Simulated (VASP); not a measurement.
# B5P (F222) in VASP: further runs

Runs on B5P. Level: PBE. Tasks: single point.

Everything below comes from runs of VASP 6.6.1. Logs are shortened: lines on timing, memory, paths and dates and some standing lists are left out, and cuts for length are marked.

## (1) The cell of the first run

The structure is orthorhombic, space group F222 (No. 22). The conventional cell has a = 5.742 Å, b = 6.013 Å, c = 6.982 Å, α = 90.00°, β = 90.00°, γ = 90.00°. Within 2.3 Å of B (site symmetry 1) lie 4 B at 1.73 to 2.03 Å and 1 P at 1.90 Å. Within 2.3 Å of B (site symmetry 222) lie 4 B at 1.73 Å. Within 2.5 Å of P (site symmetry 222) lie 4 B at 1.90 Å.

The cell was built from a structure type or drawn by symmetry, and may not be a known phase.

## (2) Single point, PBE

INCAR reads:

```
ALGO = Normal
EDIFF = 1E-6
ENCUT = 500
GGA = PE
GGA_COMPAT = False
ISIF = 2
ISMEAR = 0
LASPH = True
LCHARG = True
LELF = True
LREAL = False
LVHAR = True
LWAVE = False
NBANDS = 19
NELM = 120
PREC = Accurate
SIGMA = 0.2
```

KPOINTS reads:

```
k-points
0
Gamma
  4 4 4
```

POSCAR reads:

```
B5P
1.0
    0.0000000000      3.4909235281      3.0066365471
    2.8709867164      0.0000000000      3.0066365471
    2.8709867164      3.4909235281      0.0000000000
B P
5 1
Direct
    0.7613254305      0.7043956726      0.4840333845
    0.7043956726      0.7613254305      0.0502455125
    0.4840333845      0.0502455125      0.7613254305
    0.0502455125      0.4840333845      0.7043956726
    0.5000000000      0.5000000000      0.5000000000
    0.0000000000      0.0000000000      0.0000000000
```

Potentials or basis: VASP PAW PBE potentials, release 64 (B, P).

Run with:

```sh
> cat potpaw_PBE.64/B/POTCAR potpaw_PBE.64/P/POTCAR > POTCAR
> mpirun -np 1 vasp_std > vasp.out
```

OUTCAR:

```text
EDIFF = 1E-6
   ENCUT = 500
   GGA = PE
   ISIF = 2
   ISMEAR = 0
   LASPH = True
   LREAL = False
   NELM = 120
   PREC = Accurate

 ion  position               nearest neighbor table
   1  0.761  0.704  0.484-   5 1.73   4 1.79   3 1.80   6 1.90   2 2.03
   2  0.704  0.761  0.050-   5 1.73   3 1.79   4 1.80   6 1.90   1 2.03
   3  0.484  0.050  0.761-   5 1.73   2 1.79   1 1.80   6 1.90   4 2.03
   4  0.050  0.484  0.704-   5 1.73   1 1.79   2 1.80   6 1.90   3 2.03
   5  0.500  0.500  0.500-   4 1.73   3 1.73   2 1.73   1 1.73
   6  0.000  0.000  0.000-   2 1.90   1 1.90   4 1.90   3 1.90

  LATTYP: Found a face centered orthorhombic cell.
 ALAT       =     5.7419734328
 B/A-ratio  =     1.0472485052
 C/A-ratio  =     1.2159316197

  Lattice vectors:

 A1 = (   0.0000000000,   3.4909235281,  -3.0066365471)
 A2 = (   2.8709867164,   3.4909235281,   0.0000000000)
 A3 = (   2.8709867164,   0.0000000000,  -3.0066365471)

Analysis of symmetry for initial positions (statically):
=====================================================================
 Subroutine PRICEL returns:
 Original cell was already a primitive cell.

 Routine SETGRP: Setting up the symmetry group for a
 face centered orthorhombic supercell.

 Subroutine GETGRP returns: Found  4 space group operations
 (whereof  4 operations were pure point group operations)
 out of a pool of  8 trial point group operations.

The static configuration has the point symmetry D_2 .

Analysis of symmetry for dynamics (positions and initial velocities):
=====================================================================
 Subroutine PRICEL returns:
 Original cell was already a primitive cell.

 Routine SETGRP: Setting up the symmetry group for a
 face centered orthorhombic supercell.

 Subroutine GETGRP returns: Found  4 space group operations
 (whereof  4 operations were pure point group operations)
 out of a pool of  8 trial point group operations.

The dynamic configuration has the point symmetry D_2 .

 Subroutine INISYM returns: Found  4 space group operations
 (whereof  4 operations are pure point group operations),
 and found     1 'primitive' translations

----------------------------------------------------------------------------------------

                                     Primitive cell

  volume of cell :      60.2674

  direct lattice vectors                    reciprocal lattice vectors
     0.000000000  3.490923528  3.006636547    -0.174156152  0.143228574  0.166298783
     2.870986716  0.000000000  3.006636547     0.174156152 -0.143228574  0.166298783
     2.870986716  3.490923528  0.000000000     0.174156152  0.143228574 -0.166298783

  length of vectors
     4.607212867  4.157213977  4.519857498     0.280178649  0.280178649  0.280178649

  position of ions in fractional coordinates (direct lattice)
     0.761325431  0.704395673  0.484033385
     0.704395673  0.761325431  0.050245512
     0.484033385  0.050245512  0.761325431
     0.050245512  0.484033385  0.704395673
     0.500000000  0.500000000  0.500000000
     0.000000000  0.000000000  0.000000000

  ion indices of the primitive-cell ions
   primitive index   ion index
                 1           1
                 2           2
                 3           3
                 4           4
                 5           5
                 6           6

----------------------------------------------------------------------------------------

 KPOINTS: k-points

Automatic generation of k-mesh.
 Grid dimensions read from file:
 generate k-points for:    4    4    4

 Generating k-lattice:

  Cartesian coordinates                     Fractional coordinates (reciprocal lattice)
    -0.043539038  0.035807144  0.041574696     0.250000000 -0.000000000  0.000000000
     0.043539038 -0.035807144  0.041574696    -0.000000000  0.250000000  0.000000000
     0.043539038  0.035807144 -0.041574696     0.000000000  0.000000000  0.250000000

  Length of vectors
     0.070044662  0.070044662  0.070044662

  Shift w.r.t. Gamma in fractional coordinates (k-lattice)
     0.000000000  0.000000000  0.000000000

 Subroutine IBZKPT returns following result:
 ===========================================

 Found     18 irreducible k-points:

 Following reciprocal coordinates:
            Coordinates               Weight
  0.000000  0.000000  0.000000      1.000000
  0.250000 -0.000000  0.000000      8.000000
  0.500000 -0.000000  0.000000      4.000000
  0.250000  0.250000  0.000000      2.000000
  0.500000  0.250000  0.000000      8.000000
 -0.250000  0.250000  0.000000      4.000000
[... 10 lines left out ...]
 -0.250000  0.250000  0.500000      2.000000
  0.000000  0.500000  0.500000      1.000000
   k-points           NKPTS =     18   k-points in BZ     NKDIM =     18   number of bands    NBANDS=     19
   number of dos      NEDOS =    301   number of ions     NIONS =      6
   total plane-waves  NPLWV =  38880
   dimension x,y,z NGX =    36 NGY =   30 NGZ =   36
   dimension x,y,z NGXF=    72 NGYF=   60 NGZF=   72
   ions per type =               5   1
   NGX,Y,Z   is equivalent  to a cutoff of  12.99, 12.00, 13.24 a.u.
   NGXF,Y,Z  is equivalent  to a cutoff of  25.98, 23.99, 26.48 a.u.
 SYSTEM =  unknown system
   PREC   = accura    normal or accurate (medium, high low for compatibility)
   ISTART =      0    job   : 0-new  1-cont  2-samecut
   ICHARG =      2    charge: 1-file 2-atom 10-const
   ISPIN  =      1    spin polarized calculation?
   LNONCOLLINEAR =      F non collinear calculations
   LSORBIT =      F    spin-orbit coupling
   LASPH  =      T    aspherical Exc in radial PAW
   ENCUT  =  500.0 eV  36.75 Ry    6.06 a.u.   8.40  7.58  8.24*2*pi/ulx,y,z
   NELM   =    120;   NELMIN=  2; NELMDL= -5     # of ELM steps
   EDIFF  = 0.1E-05   stopping-criterion for ELM
   LREAL  =      F    real-space projection
   EDIFFG = 0.1E-04   stopping-criterion for IOM
   NSW    =      0    number of steps for IOM
   IBRION =     -1    ionic relax: 0-MD 1-quasi-New 2-CG
   NFREE  =      0    steps in history (QN), initial steepest desc. (CG)
   ISIF   =      2    stress and relaxation
   ISYM   =      2    0-nonsym 1-usesym 2-fastsym
   POTIM  = 0.5000    time-step for ionic-motion
   TEBEG  =    0.0;   TEEND  =   0.0 temperature during run
   PSTRESS=    0.0 pullay stress
   NELECT =      20.0000    total number of electrons
   NUPDOWN=      -1.0000    fix difference up-down
   EMIN   =  10.00;   EMAX   =-10.00  energy-range for DOS
   EFERMI =   0.00;   METHOD = LEGACY
   ISMEAR =     0;   SIGMA  =   0.20  broadening in eV -4-tet -1-fermi 0-gaus
   EFERMI_NEDOS =   21; number of points for ismear=-14 and -15
   IALGO  =     38    algorithm
   IMIX   =      4    mixing-type and parameters
     AMIX     =   0.40;   BMIX     =  1.00
     AMIX_MAG =   1.60;   BMIX_MAG =  1.00
  volume/ion in A,a.u.               =      10.04        67.78
  Fermi-wavevector in a.u.,A,eV,Ry     =   1.133420  2.141852 17.478585  1.284640
  Thomas-Fermi vector in A             =   2.270122
   LORBIT       =      0    0 simple, 1 ext, 2 COOP (PROOUT), +10 PAW based schemes
   GGA     = PE    functional components
   LHFCALC =     F    Hartree Fock is set to
   AEXX    =    0.0000 exact exchange contribution
   IVDW    =     0    specifies the selected vdW correction
   LEPSILON=     F    determine dielectric tensor
   LRPA    =     F    only Hartree local field effects (RPA)
 non-spin polarized calculation
 Gauss-broadening in eV      SIGMA  =   0.20
  energy-cutoff  :      500.00
  volume of cell :       60.27
 maximum number of plane-waves:      1549
 NGX is ok and might be reduce to    36
   NGX = 17   NGY = 15   NGZ = 17

 number of electron      19.9999999 magnetization

 Free energy of the ion-electron system (eV)
  ---------------------------------------------------
  ext. energy  EPLUGINS =         0.00000000
  ---------------------------------------------------
  free energy    TOTEN  =       -35.64473690 eV

  energy without entropy =      -35.62964670  energy(sigma->0) =      -35.63719180

 E-fermi :   5.0461     XC(G=0): -10.5403

 val. band max:        4.6603064037   @ k =   0.5000   0.0000   0.5000
 cond. band min:       5.1554120816   @ k =   0.5000   0.2500   0.2500
 fundamental gap:      0.4951056779
 Fermi energy:         5.0461476993

 k-point     1 :       0.0000    0.0000    0.0000
  band No.  band energies     occupation
      1      -9.9514      2.00000
      2      -3.8489      2.00000
      3      -2.5574      2.00000
      4      -1.4933      2.00000
      5      -0.4768      2.00000
      6       0.5141      2.00000
[... 11 lines left out ...]
     18      14.1526      0.00000
     19      16.6486      0.00000

 k-point     2 :       0.2500   -0.0000    0.0000
  band No.  band energies     occupation
      1      -9.4773      2.00000
      2      -5.2895      2.00000
      3      -2.6974      2.00000
      4      -1.8103      2.00000
      5      -0.5410      2.00000
      6       0.0583      2.00000
[... 11 lines left out ...]
     18      14.5176      0.00000
     19      15.5021      0.00000

 k-point     3 :       0.5000   -0.0000    0.0000
  band No.  band energies     occupation
      1      -8.6320      2.00000
      2      -6.8092      2.00000
      3      -3.0419      2.00000
      4      -1.4733      2.00000
      5      -0.8634      2.00000
      6      -0.6463      2.00000
[... 11 lines left out ...]
     18      14.4735      0.00000
     19      15.5720      0.00000

 k-point     4 :       0.2500    0.2500    0.0000
  band No.  band energies     occupation
      1      -9.2178      2.00000
      2      -5.5950      2.00000
      3      -2.4619      2.00000
      4      -1.7670      2.00000
      5      -1.3190      2.00000
      6      -1.2292      2.00000
[... 11 lines left out ...]
     18      14.3009      0.00000
     19      15.2846      0.00000

 k-point     5 :       0.5000    0.2500    0.0000
  band No.  band energies     occupation
      1      -8.3130      2.00000
      2      -6.6002      2.00000
      3      -3.9963      2.00000
      4      -2.5743      2.00000
      5      -1.6758      2.00000
      6       0.0553      2.00000
[... 11 lines left out ...]
     18      13.6268      0.00000
     19      14.3431      0.00000

 k-point     6 :      -0.2500    0.2500    0.0000
  band No.  band energies     occupation
      1      -8.8519      2.00000
      2      -5.7024      2.00000
      3      -4.3693      2.00000
      4      -2.7152      2.00000
      5      -0.8393      2.00000
      6       1.2894      2.00000
[... 11 lines left out ...]
     18      14.4514      0.00000
     19      14.8786      0.00000

 k-point     7 :       0.5000    0.5000    0.0000
  band No.  band energies     occupation
      1      -7.6829      2.00000
      2      -6.8571      2.00000
      3      -4.6130      2.00000
      4      -2.5214      2.00000
      5      -1.9797      2.00000
      6      -1.5812      2.00000
[... 11 lines left out ...]
     18      12.3528      0.00000
     19      13.6418      0.00000

 k-point     8 :       0.2500    0.0000    0.2500
  band No.  band energies     occupation
      1      -9.5380      2.00000
      2      -4.2382      2.00000
      3      -4.1651      2.00000
      4      -2.7395      2.00000
      5       0.3153      2.00000
      6       1.0595      2.00000
[... 124 lines left out ...]
 k-point    14 :      -0.2500    0.5000    0.2500
  band No.  band energies     occupation
      1      -7.8310      2.00000
      2      -6.4632      2.00000
      3      -4.5703      2.00000
      4      -3.9936      2.00000
      5      -0.4489      2.00000
      6      -0.2611      2.00000
[... 11 lines left out ...]
     18      13.3491      0.00000
     19      13.5143      0.00000

 k-point    15 :       0.5000   -0.2500    0.2500
  band No.  band energies     occupation
      1      -8.3481      2.00000
      2      -6.2877      2.00000
      3      -4.5337      2.00000
      4      -3.8603      2.00000
      5       0.4143      2.00000
      6       0.5471      2.00000
[... 11 lines left out ...]
     18      14.2419      0.00000
     19      15.8082      0.00000

 k-point    16 :       0.5000    0.0000    0.5000
  band No.  band energies     occupation
      1      -8.9379      2.00000
      2      -5.5687      2.00000
      3      -4.5429      2.00000
      4      -3.2245      2.00000
      5       0.0671      2.00000
      6       0.3050      2.00000
[... 11 lines left out ...]
     18      13.6022      0.00000
     19      14.4051      0.00000

 k-point    17 :      -0.2500    0.2500    0.5000
  band No.  band energies     occupation
      1      -8.4093      2.00000
      2      -6.0063      2.00000
      3      -5.3188      2.00000
      4      -1.6970      2.00000
      5      -1.1832      2.00000
      6      -0.2555      2.00000
[... 11 lines left out ...]
     18      14.3144      0.00000
     19      15.1804      0.00000

 k-point    18 :       0.0000    0.5000    0.5000
  band No.  band energies     occupation
      1      -7.9991      2.00000
      2      -5.6095      2.00000
      3      -5.2111      2.00000
      4      -4.1131      2.00000
      5      -0.7603      2.00000
      6      -0.4129      2.00000
[... 11 lines left out ...]
     18      14.9701      0.00000
     19      15.4012      0.00000

------------------------ aborting loop because EDIFF is reached ----------------------------------------

  FORCE on cell =-STRESS in cart. coord.  units (eV):
  Direction    XX          YY          ZZ          XY          YZ          ZX
  --------------------------------------------------------------------------------------
  -------------------------------------------------------------------------------------
  Total        0.0818289      0.1245217     -0.1753993      0.0000000      0.0000000      0.0000000
  in kB        2.1753788      3.3103434     -4.6628995      0.0000000      0.0000000      0.0000000
  external PRESSURE =       0.2742743 kB  Pullay stress =       0.0000000 kB

 VOLUME and BASIS-vectors are now :
 -----------------------------------------------------------------------------
  energy-cutoff  :      500.00
  volume of cell :       60.27
      direct lattice vectors                 reciprocal lattice vectors
     0.000000000  3.490923528  3.006636547    -0.174156152  0.143228574  0.166298783
     2.870986716  0.000000000  3.006636547     0.174156152 -0.143228574  0.166298783
     2.870986716  3.490923528  0.000000000     0.174156152  0.143228574 -0.166298783

 POSITION                                       TOTAL-FORCE (eV/Angst)
 -----------------------------------------------------------------------------------
      3.41196      4.34745      4.40689        -0.024875     -0.028839     -0.003331
      2.33001      2.63439      4.40689         0.024875      0.028839     -0.003331
      2.33001      4.34745      1.60638         0.024875     -0.028839      0.003331
      3.41196      2.63439      1.60638        -0.024875      0.028839      0.003331
      2.87099      3.49092      3.00664        -0.000000     -0.000000     -0.000000
      0.00000      0.00000      0.00000        -0.000000     -0.000000     -0.000000
 -----------------------------------------------------------------------------------
    total drift:                               -0.000000     -0.000000      0.000000

  FREE ENERGIE OF THE ION-ELECTRON SYSTEM (eV)
  ---------------------------------------------------
  free  energy   TOTEN  =       -35.6447369041 eV

  energy  without entropy=      -35.6296467014  energy(sigma->0) =      -35.63719180
```

Run time: 36 s. Hardware: 1 thread of Intel Xeon 8259CL, shared host; peak memory 0.18 GiB.

What came out:

```
Free energy            : -35.6447 eV
Pressure               : 0.0 GPa
Largest force          : 0.038 eV/Å
Band gap on the k mesh : zero (bands 10 and 11 overlap by 3.32 eV)
```

Forces on the atoms (eV/Å):
```
B   -0.025 -0.029 -0.003
B    0.025  0.029 -0.003
B    0.025 -0.029  0.003
B   -0.025  0.029  0.003
B    0.000  0.000  0.000
P    0.000  0.000  0.000
```

Levels at points of the mesh, in eV from the Fermi level:
| k point | band 7 | band 8 | band 9 | band 10 | band 11 | band 12 | band 13 | band 14 |
| --- | --- | --- | --- | --- | --- | --- | --- | --- |
| (0.00, 0.00, 0.00) | -4.26 | -3.57 | -3.41 | -1.68 | -1.55 | 1.14 | 2.17 | 4.19 |
| (0.50, 0.00, 0.00) | -4.01 | -3.43 | -0.98 | -0.82 | 0.67 | 2.41 | 3.88 | 5.29 |
| (0.50, 0.50, 0.00) | -2.16 | -1.63 | -0.76 | 0.93 | 2.39 | 3.88 | 4.11 | 4.80 |
| (0.50, 0.00, 0.50) | -3.12 | -1.35 | -0.56 | -0.39 | 0.77 | 1.34 | 2.82 | 2.84 |
| (0.00, 0.50, 0.50) | -2.46 | -2.15 | -1.53 | -0.48 | 1.37 | 2.51 | 4.40 | 5.27 |

Caveat: the k points lie up to 0.44 Å⁻¹ apart, too coarse for converged energies and pressures of a metal.

[end of part 1 of 2]
